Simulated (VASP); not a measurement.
# GaN (P6_3mc) in VASP: a series of runs, part 2 of 2

VASP 6.6.1. Earlier steps stand in the parts before.

## 3. Single point, PBE (strain +3.9%)

File INCAR:

```
PREC     = Accurate       # precision mode
ENCUT    = 520            # plane-wave cutoff, eV
EDIFF    = 1E-6           # SCF threshold, eV
ISMEAR   = -1             # smearing method
SIGMA    = 0.02           # smearing width, eV
LREAL    = False          # projectors in reciprocal space
LASPH    = True           # aspherical terms in the spheres
NELM     = 80             # most SCF steps
ALGO     = Normal         # electronic algorithm
ISIF     = 2              # what is computed and relaxed
LWAVE    = False          # write WAVECAR
LCHARG   = True           # write CHGCAR
GGA      = PE             # functional
LELF     = True           # ELF
LVHAR    = True         
NBANDS   = 26             # bands
```

File KPOINTS:

```
Automatic mesh
0
Gamma
  12 12 6
```

File POSCAR:

```
GaN
1.0
    3.3069741201      0.0000000000      0.0000000000
   -1.6534870601      2.8639235976      0.0000000000
    0.0000000000      0.0000000000      5.3852687547
Ga N
2 2
Direct
    0.3333333333      0.6666666667     -0.0010553069
    0.6666666667      0.3333333333      0.4989446931
    0.3333333333      0.6666666667      0.3760553069
    0.6666666667      0.3333333333      0.8760553069
```

Potentials or basis: VASP PAW PBE potentials, release 64 (Ga_d, N).

Launch:

```
cat potpaw_PBE.64/Ga_d/POTCAR potpaw_PBE.64/N/POTCAR > POTCAR
mpirun -np 1 vasp_std > vasp.out
```

OUTCAR:

```text
PREC = Accurate
   ENCUT = 520
   EDIFF = 1E-6
   ISMEAR = -1
   LREAL = False
   LASPH = True
   NELM = 80
   ISIF = 2
   GGA = PE

 ion  position               nearest neighbor table
   1  0.333  0.667  0.999-   4 2.02   4 2.02   4 2.02   3 2.03
   2  0.667  0.333  0.499-   3 2.02   3 2.02   3 2.02   4 2.03
   3  0.333  0.667  0.376-   2 2.02   2 2.02   2 2.02   1 2.03
   4  0.667  0.333  0.876-   1 2.02   1 2.02   1 2.02   2 2.03

  LATTYP: Found a hexagonal cell.
 ALAT       =     3.3069741201
[... 888 lines left out ...]
     25      14.8475      0.00000
     26      16.3377      0.00000

 [... further k-points ...]
[... 5 lines left out ...]
  --------------------------------------------------------------------------------------
  -------------------------------------------------------------------------------------
  Total       -3.6349435     -3.6349435     -3.5870201      0.0000000      0.0000000      0.0000000
  in kB     -114.1848894   -114.1848894   -112.6794663      0.0000000      0.0000000      0.0000000
  external PRESSURE =    -113.6830817 kB  Pullay stress =       0.0000000 kB

 VOLUME and BASIS-vectors are now :
 -----------------------------------------------------------------------------
  energy-cutoff  :      520.00
  volume of cell :       51.00
      direct lattice vectors                 reciprocal lattice vectors
     3.306974120  0.000000000  0.000000000     0.302391239  0.174585663  0.000000000
    -1.653487060  2.863923598  0.000000000     0.000000000  0.349171326  0.000000000
     0.000000000  0.000000000  5.385268755     0.000000000  0.000000000  0.185691754

 POSITION                                       TOTAL-FORCE (eV/Angst)
 -----------------------------------------------------------------------------------
     -0.00000      1.90928      5.37959        -0.000000     -0.000000      0.003737
      1.65349      0.95464      2.68695        -0.000000      0.000000      0.003737
     -0.00000      1.90928      2.02516         0.000000      0.000000     -0.003737
      1.65349      0.95464      4.71779        -0.000000      0.000000     -0.003737
 -----------------------------------------------------------------------------------
    total drift:                               -0.000000     -0.000000      0.001254

  FREE ENERGIE OF THE ION-ELECTRON SYSTEM (eV)
  ---------------------------------------------------
  free  energy   TOTEN  =       -24.1780281536 eV

  energy  without entropy=      -24.1780281536  energy(sigma->0) =      -24.17802815
```

OSZICAR:

```text
N       E                     dE             d eps       ncg     rms          rms(c)
DAV:   1     0.282035083735E+03    0.28204E+03   -0.17692E+04  4250   0.248E+03
DAV:   2     0.992056067922E+01   -0.27211E+03   -0.25738E+03  4320   0.487E+02
DAV:   3    -0.265247994779E+02   -0.36445E+02   -0.35871E+02  4720   0.143E+02
DAV:   4    -0.278484999518E+02   -0.13237E+01   -0.13175E+01  4694   0.293E+01
DAV:   5    -0.278777815212E+02   -0.29282E-01   -0.29243E-01  4830   0.414E+00    0.104E+01
DAV:   6    -0.241327741908E+02    0.37450E+01   -0.10279E+01  6518   0.453E+01    0.316E+00
DAV:   7    -0.241969209177E+02   -0.64147E-01   -0.11854E+00  4182   0.917E+00    0.261E+00
DAV:   8    -0.241924870196E+02    0.44339E-02   -0.18967E-01  6358   0.428E+00    0.967E-01
DAV:   9    -0.241776386603E+02    0.14848E-01   -0.39845E-02  5984   0.310E+00    0.455E-01
DAV:  10    -0.241780289602E+02   -0.39030E-03   -0.84895E-03  4154   0.520E-01    0.116E-01
DAV:  11    -0.241780414775E+02   -0.12517E-04   -0.21455E-04  6012   0.270E-01    0.742E-02
DAV:  12    -0.241780370511E+02    0.44265E-05   -0.49025E-05  4294   0.509E-02    0.652E-02
DAV:  13    -0.241780331280E+02    0.39230E-05   -0.36522E-06  4786   0.194E-02    0.354E-02
DAV:  14    -0.241780280306E+02    0.50975E-05   -0.52656E-05  4640   0.779E-02    0.335E-02
DAV:  15    -0.241780281536E+02   -0.12309E-06   -0.69534E-06  4186   0.190E-02
   1 F= -.24178028E+02 E0= -.24178028E+02  d E =-.879566E-12
```

stdout:

```text
POSCAR found type information on POSCAR GaN
 POSCAR found :  2 types and       4 ions
 scaLAPACK will be used
 LDA part: xc-table for (Slater+PW92), standard interpolation
 POSCAR, INCAR and KPOINTS ok, starting setup
 FFT: planning ... GRIDC
 FFT: planning ... GRID_SOFT
 FFT: planning ... GRID
 WAVECAR not read
 entering main loop
```

Run time: 44 s. Hardware: 1 thread of Intel Xeon 6975P-C (Granite Rapids), shared host; peak memory 0.22 GiB.

Results:

```yaml
Free_energy: -24.1780 eV
Pressure: -11.4 GPa
Largest_force: 0.004 eV/Å
Band_gap_on_the_k_mesh: 1.18 eV
```

Forces on the atoms (eV/Å):
```
Ga   0.000  0.000  0.004
Ga   0.000  0.000  0.004
N    0.000  0.000 -0.004
N    0.000  0.000 -0.004
```

Stress tensor (GPa, compression positive):
```
-11.42   0.00   0.00
  0.00 -11.42   0.00
  0.00   0.00 -11.27
```

Caveat: the cell differs from its parent crystal (strain +3.9%); the cell stands under tension.

## 4. Single point, r2SCAN (uniaxial z strain -5.3%)

File POSCAR:

```
GaN
1.0
    3.1831496006      0.0000000000      0.0000000000
   -1.5915748003      2.7566884182      0.0000000000
    0.0000000000      0.0000000000      4.9094119142
Ga N
2 2
Direct
    0.3333333333      0.6666666667     -0.0065506954
    0.6666666667      0.3333333333      0.4934493046
    0.3333333333      0.6666666667      0.3815506954
    0.6666666667      0.3333333333      0.8815506954
```

File INCAR.step1:

```
SYSTEM = GaN
PREC = Accurate
ENCUT = 520
ISMEAR = 0
SIGMA = 0.01
LREAL = .False.
LASPH = .True.
NELM = 60
NBANDS = 26
GGA = PE
ALGO = Normal
EDIFF = 1E-4
LWAVE = .True.
LCHARG = .False.
```

File INCAR.step2:

```
SYSTEM = GaN
PREC = Accurate
ENCUT = 520
EDIFF = 1E-6
ISMEAR = 0
SIGMA = 0.01
LREAL = .False.
LASPH = .True.
NELM = 60
ALGO = Normal
ISIF = 2
LWAVE = .False.
LCHARG = .False.
METAGGA = R2SCAN
LMIXTAU = .True.
NBANDS = 26
ISTART = 1
```

File KPOINTS:

```
Automatic mesh
0
Gamma
  12 12 6
  0 0 0
```

Launch:

```
cat potpaw_PBE.64/Ga_d/POTCAR potpaw_PBE.64/N/POTCAR > POTCAR
cp INCAR.step1 INCAR
mpirun -np 1 vasp_std > vasp.out
cp INCAR.step2 INCAR
mpirun -np 1 vasp_std > vasp.out
```

Wall time 93 s (1 thread of Intel Xeon 6975P-C (Granite Rapids), shared host); peak memory 0.21 GiB.

Results (log left out):

| Property | Result |
| --- | --- |
| Free energy | -43.6363 eV |
| Pressure | 13.1 GPa |
| Largest force | 0.014 eV/Å |
| Band gap on the k mesh | 2.60 eV |

Forces in eV/Å, atoms in the order of the input:
```
Ga   0.000  0.000 -0.014
Ga   0.000  0.000 -0.014
N    0.000  0.000  0.014
N    0.000  0.000  0.014
```

Stress tensor (GPa, compression positive):
```
 7.94  0.00  0.00
 0.00  7.94  0.00
 0.00  0.00 23.48
```

Levels at points of the mesh, in eV from the valence-band top:
| k point | band 16 | band 17 | band 18 | band 19 | band 20 | band 21 |
| --- | --- | --- | --- | --- | --- | --- |
| (0.00, 0.00, 0.00) | -0.27 | -0.27 | 0.00 | 2.60 | 4.38 | 10.24 |
| (0.50, 0.00, 0.00) | -3.47 | -2.44 | -1.32 | 5.15 | 6.33 | 6.97 |
| (0.00, 0.00, 0.50) | -0.93 | -0.93 | -0.93 | 4.77 | 4.77 | 9.55 |
| (0.50, 0.00, 0.50) | -2.48 | -1.92 | -1.92 | 5.04 | 5.04 | 8.66 |

Caveat: the cell differs from its parent crystal (uniaxial z strain -5.3%); the cell stands under pressure; the PAW data sets were made with another functional, which shifts forces and pressure a little.

## 5. Single point, r2SCAN (strain +3.9%)

File POSCAR:

```
GaN
1.0
    3.3069741201      0.0000000000      0.0000000000
   -1.6534870601      2.8639235976      0.0000000000
    0.0000000000      0.0000000000      5.3852687547
Ga N
2 2
Direct
    0.3333333333      0.6666666667     -0.0010553069
    0.6666666667      0.3333333333      0.4989446931
    0.3333333333      0.6666666667      0.3760553069
    0.6666666667      0.3333333333      0.8760553069
```

File INCAR.step1:

```
  PREC = Accurate
  ENCUT = 520
  ISMEAR = 0
  SIGMA = 0.01
  LREAL = F
  LASPH = T
  NELM = 100
  NBANDS = 26
  GGA = PE
  ALGO = Normal
  EDIFF = 1E-4
  LWAVE = T
  LCHARG = F
```

File INCAR.step2:

```
  PREC = Accurate
  ENCUT = 520
  EDIFF = 1E-7
  ISMEAR = 0
  SIGMA = 0.01
  LREAL = F
  LASPH = T
  NELM = 100
  ALGO = Normal
  ISIF = 2
  LWAVE = F
  LCHARG = F
  METAGGA = R2SCAN
  LMIXTAU = T
  NBANDS = 26
  ISTART = 1
```

File KPOINTS:

```
regular mesh
0
Gamma
  12 12 6
```

Launch:

```
cat potpaw_PBE.64/Ga_d/POTCAR potpaw_PBE.64/N/POTCAR > POTCAR
cp INCAR.step1 INCAR
mpirun -np 1 vasp_std > vasp.out
cp INCAR.step2 INCAR
mpirun -np 1 vasp_std > vasp.out
```

Run time: 2.9 min. Hardware: 1 thread of Intel Xeon 6975P-C (Granite Rapids), shared host; peak memory 0.23 GiB.

It converged, with:

* Free energy: -43.5208 eV
* Pressure: -16.9 GPa
* Largest force: 0.004 eV/Å
* Band gap on the k mesh: 1.55 eV

Forces in eV/Å, atoms in the order of the input:
```
Ga   0.000  0.000 -0.004
Ga   0.000  0.000 -0.004
N    0.000  0.000  0.004
N    0.000  0.000  0.004
```

Stress tensor (GPa, compression positive):
```
-16.92   0.00   0.00
  0.00 -16.92   0.00
  0.00   0.00 -16.82
```

Levels at points of the mesh, in eV from the valence-band top:
| k point | band 16 | band 17 | band 18 | band 19 | band 20 | band 21 |
| --- | --- | --- | --- | --- | --- | --- |
| (0.00, 0.00, 0.00) | -0.02 | 0.00 | 0.00 | 1.55 | 4.05 | 9.26 |
| (0.50, 0.00, 0.00) | -2.45 | -1.92 | -0.90 | 5.20 | 5.36 | 6.26 |
| (0.00, 0.00, 0.50) | -0.48 | -0.48 | -0.48 | 4.00 | 4.00 | 8.53 |
| (0.50, 0.00, 0.50) | -1.74 | -1.71 | -1.71 | 4.48 | 4.48 | 7.67 |

Caveat: the cell differs from its parent crystal (strain +3.9%); the cell stands under tension; the PAW data sets were made with another functional, which shifts forces and pressure a little.

## 6. Summary

```tsv
level	cell	smearing	gap on the mesh (eV)	pressure (GPa)	largest force (eV/Å)
PBE	a = 3.183, b = 3.183, c = 4.909 Å, angles 90.0, 90.0, 120.0°, 4 atoms, uniaxial z strain -5.3%	fermi-dirac 0.02 eV	2.19	18.2	0.03
PBE	a = 3.307, b = 3.307, c = 5.385 Å, angles 90.0, 90.0, 120.0°, 4 atoms, strain +3.9%	fermi-dirac 0.02 eV	1.18	-11.4	-
r2SCAN	a = 3.183, b = 3.183, c = 4.909 Å, angles 90.0, 90.0, 120.0°, 4 atoms, uniaxial z strain -5.3%	gaussian 0.01 eV	2.60	13.1	0.01
r2SCAN	a = 3.307, b = 3.307, c = 5.385 Å, angles 90.0, 90.0, 120.0°, 4 atoms, strain +3.9%	gaussian 0.01 eV	1.55	-16.9	-
```

Alike in all rows: task single point; potentials or basis VASP PAW PBE potentials, release 64 (Ga_d, N); no spin polarisation; k mesh 12 × 12 × 6; cutoff (eV) 520.

Caveats: the cell stands under pressure (at least some runs); the cell stands under tension (at least some runs); the PAW data sets were made with another functional, which shifts forces and pressure a little (at least some runs).

Absolute energies hang on the potentials; compare differences alone.
